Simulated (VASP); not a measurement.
# MgO (pbesol) (Fm-3m) in VASP: elastic constants with PBEsol

Aim: the elastic constants of MgO (pbesol) with PBEsol.

Program: VASP 6.6.1. These are calculated values, not measurements. Logs are shortened: lines on timing, memory, paths and dates and some standing lists are left out, and cuts for length are marked.

**1. The cell of the first run**

It takes space group Fm-3m (No. 225, cubic). Conventional cell: a = 4.214 Å, b = 4.214 Å, c = 4.214 Å, α = 90.00°, β = 90.00°, γ = 90.00°. Mg (site symmetry m-3m) has 6 O at 2.11 Å within 2.8 Å. Within 2.8 Å of O (site symmetry m-3m) lie 6 Mg at 2.11 Å.

**2. Elastic constants, PBEsol**

Input file INCAR:

```
PREC = Accurate
ENCUT = 600
EDIFF = 1E-8
ISMEAR = 0
SIGMA = 0.01
LREAL = False
LASPH = True
NELM = 60
ALGO = Normal
ISIF = 3
LWAVE = False
LCHARG = False
GGA = PS
IBRION = 6
NFREE = 2
POTIM = 0.015
NSW = 1
```

Input file KPOINTS:

```
Automatic mesh
0
Gamma
  10 10 10
```

Input file POSCAR:

```
MgO
1.0
    0.0000000000      2.1071294711      2.1071294711
    2.1071294711      0.0000000000      2.1071294711
    2.1071294711      2.1071294711      0.0000000000
Mg O
1 1
Direct
    0.0000000000      0.0000000000      0.0000000000
    0.5000000000      0.5000000000      0.5000000000
```

Potentials or basis: VASP PAW PBE potentials, release 64 (Mg, O).

Started as:

```
cat potpaw_PBE.64/Mg/POTCAR potpaw_PBE.64/O/POTCAR > POTCAR
mpirun -np 1 vasp_std > vasp.out
```

OUTCAR:

```text
PREC = Accurate
   ENCUT = 600
   EDIFF = 1E-8
   ISMEAR = 0
   LREAL = False
   LASPH = True
   NELM = 60
   ISIF = 3
   GGA = PS
   IBRION = 6
   NFREE = 2
   POTIM = 0.015
   NSW = 1

 ion  position               nearest neighbor table
   1  0.000  0.000  0.000-   2 2.11   2 2.11   2 2.11   2 2.11   2 2.11   2 2.11
   2  0.500  0.500  0.500-   1 2.11   1 2.11   1 2.11   1 2.11   1 2.11   1 2.11

  LATTYP: Found a face centered cubic cell.
 ALAT       =     4.2142589422

  Lattice vectors:

 A1 = (   0.0000000000,   2.1071294711,   2.1071294711)
 A2 = (   2.1071294711,   0.0000000000,   2.1071294711)
 A3 = (   2.1071294711,   2.1071294711,   0.0000000000)

Analysis of symmetry for initial positions (statically):
=====================================================================
 Subroutine PRICEL returns:
 Original cell was already a primitive cell.

 Routine SETGRP: Setting up the symmetry group for a
 face centered cubic supercell.

 Subroutine GETGRP returns: Found 48 space group operations
 (whereof 48 operations were pure point group operations)
 out of a pool of 48 trial point group operations.

The static configuration has the point symmetry O_h .

Analysis of symmetry for dynamics (positions and initial velocities):
=====================================================================
 Subroutine PRICEL returns:
 Original cell was already a primitive cell.

 Routine SETGRP: Setting up the symmetry group for a
 face centered cubic supercell.

 Subroutine GETGRP returns: Found 48 space group operations
 (whereof 48 operations were pure point group operations)
 out of a pool of 48 trial point group operations.

The dynamic configuration has the point symmetry O_h .

 Subroutine INISYM returns: Found 48 space group operations
 (whereof 48 operations are pure point group operations),
 and found     1 'primitive' translations

[... 348 lines left out ...]
      5       7.6740      0.00000
      6      18.6797      0.00000
      7      18.6802      0.00000
      8      18.6802      0.00000
[... 243 lines left out ...]
 k-point    24 :       0.4000    0.3000    0.0000
  band No.  band energies     occupation
      1     -12.8815      2.00000
      2      -0.5682      2.00000
      3       1.7327      2.00000
      4       1.9560      2.00000
      5      12.5062      0.00000
      6      13.0557      0.00000
      7      16.5167      0.00000
      8      21.0791      0.00000

 [... further k-points ...]
[... 5 lines left out ...]
  --------------------------------------------------------------------------------------
  -------------------------------------------------------------------------------------
  Total       -0.0760321     -0.0853654     -0.0853654      0.0000000     -0.0000000      0.0000000
  in kB       -6.5103435     -7.3095182     -7.3095182      0.0000000     -0.0000000      0.0000000
  external PRESSURE =      -7.0431267 kB  Pullay stress =       0.0000000 kB
[... 17 lines left out ...]
  FREE ENERGIE OF THE ION-ELECTRON SYSTEM (eV)
  ---------------------------------------------------
  free  energy   TOTEN  =       -12.5148313758 eV

  energy  without entropy=      -12.5148313758  energy(sigma->0) =      -12.51483138

 INTERNAL STRAIN TENSORS FROM STRAINED CELLS
 ============================================

 INTERNAL STRAIN TENSOR FOR ION    1 for displacements in x,y,z  (eV/Angst):
          X           Y           Z          XY          YZ          ZX
  --------------------------------------------------------------------------------
  x     0.00000     0.00000    -0.00000    -0.00000     0.00000     0.00000
  y     0.00000    -0.00000     0.00000     0.00000     0.00000    -0.00000
  z     0.00000    -0.00000     0.00000    -0.00000     0.00000     0.00000

 INTERNAL STRAIN TENSORS FROM DISPLACED ATOMS
 ============================================

 INTERNAL STRAIN TENSOR FOR ION    1 for displacements in x,y,z  (eV/Angst):
          X           Y           Z          XY          YZ          ZX
  --------------------------------------------------------------------------------
  x     0.00000     0.00000     0.00000     0.00000     0.00000     0.00000
  y     0.00000     0.00000     0.00000     0.00000     0.00000     0.00000
  z     0.00000     0.00000     0.00000     0.00000     0.00000     0.00000

 INTERNAL STRAIN TENSOR FOR ION    2 for displacements in x,y,z  (eV/Angst):
          X           Y           Z          XY          YZ          ZX
  --------------------------------------------------------------------------------
  x     0.00000     0.00000     0.00000     0.00000     0.00000     0.00000
  y     0.00000     0.00000     0.00000     0.00000     0.00000     0.00000
  z     0.00000     0.00000     0.00000     0.00000     0.00000     0.00000

 Eigenvectors and eigenvalues of the dynamical matrix
 ----------------------------------------------------

   1 f  =   11.692805 THz    73.468062 2PiTHz  390.029999 cm-1    48.357535 meV
             X         Y         Z           dx          dy          dz
      0.000000  0.000000  0.000000    -0.000000   -0.629792    0.000000
      2.107129  2.107129  2.107129     0.000000    0.776764    0.000000
[... 21 lines left out ...]
   6 f/i=    0.004004 THz     0.025161 2PiTHz    0.133576 cm-1     0.016561 meV
             X         Y         Z           dx          dy          dz
      0.000000  0.000000  0.000000    -0.549255    0.549255    0.000000
      2.107129  2.107129  2.107129    -0.445330    0.445330    0.000000

--------------------------------------------------------------------------------------------------------

 ELASTIC MODULI CONTR FROM IONIC RELAXATION (kBar)
 Direction    XX          YY          ZZ          XY          YZ          ZX
 --------------------------------------------------------------------------------
 XX           0.0000      0.0000      0.0000      0.0000      0.0000      0.0000
 YY           0.0000      0.0000      0.0000      0.0000      0.0000      0.0000
 ZZ           0.0000      0.0000      0.0000      0.0000      0.0000      0.0000
 XY           0.0000      0.0000      0.0000      0.0000      0.0000      0.0000
 YZ           0.0000      0.0000      0.0000      0.0000      0.0000      0.0000
 ZX           0.0000      0.0000      0.0000      0.0000      0.0000      0.0000
 --------------------------------------------------------------------------------

 TOTAL ELASTIC MODULI (kBar)
 Direction    XX          YY          ZZ          XY          YZ          ZX
 --------------------------------------------------------------------------------
 XX        2944.3854    904.5831    904.5831      0.0000      0.0000     -0.0000
 YY         904.5831   2944.3854    904.5831      0.0000      0.0000      0.0000
 ZZ         904.5831    904.5831   2944.3854      0.0000     -0.0000      0.0000
 XY           0.0000      0.0000      0.0000   1453.1478      0.0000      0.0000
 YZ           0.0000      0.0000     -0.0000      0.0000   1453.1478     -0.0000
 ZX          -0.0000      0.0000      0.0000      0.0000     -0.0000   1453.1478
 --------------------------------------------------------------------------------
```

OSZICAR:

```text
N       E                     dE             d eps       ncg     rms          rms(c)
DAV:   1     0.176833179625E+02    0.17683E+02   -0.51589E+03   840   0.100E+03
DAV:   2    -0.134057998605E+02   -0.31089E+02   -0.29737E+02   944   0.155E+02
DAV:   3    -0.138985140581E+02   -0.49271E+00   -0.49271E+00   904   0.214E+01
[... 175 lines left out ...]
DAV:   4    -0.125148332061E+02    0.11490E-04   -0.22020E-04  2000   0.154E-01    0.201E-02
DAV:   5    -0.125148321378E+02    0.10683E-05   -0.12473E-05  1784   0.399E-02    0.118E-02
DAV:   6    -0.125148314026E+02    0.73515E-06   -0.27110E-06  2032   0.200E-02    0.102E-03
DAV:   7    -0.125148313824E+02    0.20236E-07   -0.26541E-07  1872   0.570E-03    0.819E-04
DAV:   8    -0.125148313758E+02    0.65538E-08   -0.10827E-08  1248   0.115E-03
  17 F= -.12514831E+02 E0= -.12514831E+02  d E =-.385768E-16
```

stdout:

```text
POSCAR found type information on POSCAR MgO
 POSCAR found :  2 types and       2 ions
 scaLAPACK will be used
 -----------------------------------------------------------------------------
|                                                                             |
|                                                                             |
|     You enforced a specific xc type in the INCAR file but a different       |
|     I HOPE YOU KNOW WHAT YOU ARE DOING!                                     |
[... 32 lines left out ...]
 Finite differences progress:
 bond charge predicted
 Finite differences progress:
 bond charge predicted
 Finite differences progress:
 bond charge predicted
 Finite differences progress:
 bond charge predicted
 Finite differences progress:
 bond charge predicted
 Finite differences progress:
 bond charge predicted
 Finite differences progress:
```

Run time: 3.3 min. Hardware: 1 thread of Intel Xeon Platinum 8375C at 2.90GHz (Ice Lake), shared host; peak memory 0.23 GiB.

Results:

```
Elastic constants C11, C12, C44                         : 294, 90, 145 GPa
Voigt bulk modulus                                      : 158 GPa
Highest phonon frequency at Γ, LO-TO splitting left out : 390 cm⁻¹
```

Phonon frequencies in cm⁻¹ (negative: imaginary):
| q point | frequencies |
| --- | --- |
| (0.000, 0.000, 0.000) | 0 0 0 390 390 390 |

Elastic tensor in Voigt notation (GPa, in the Cartesian axes of the cell as first typed):
```
294  90  90   0   0   0
 90 294  90   0   0   0
 90  90 294   0   0   0
  0   0   0 145   0   0
  0   0   0   0 145   0
  0   0   0   0   0 145
```

Clamped-ion elastic tensor (GPa):
```
294  90  90   0   0   0
 90 294  90   0   0   0
 90  90 294   0   0   0
  0   0   0 145   0   0
  0   0   0   0 145   0
  0   0   0   0   0 145
```

Caveat: the PAW data sets were made with another functional, which shifts forces and pressure a little.
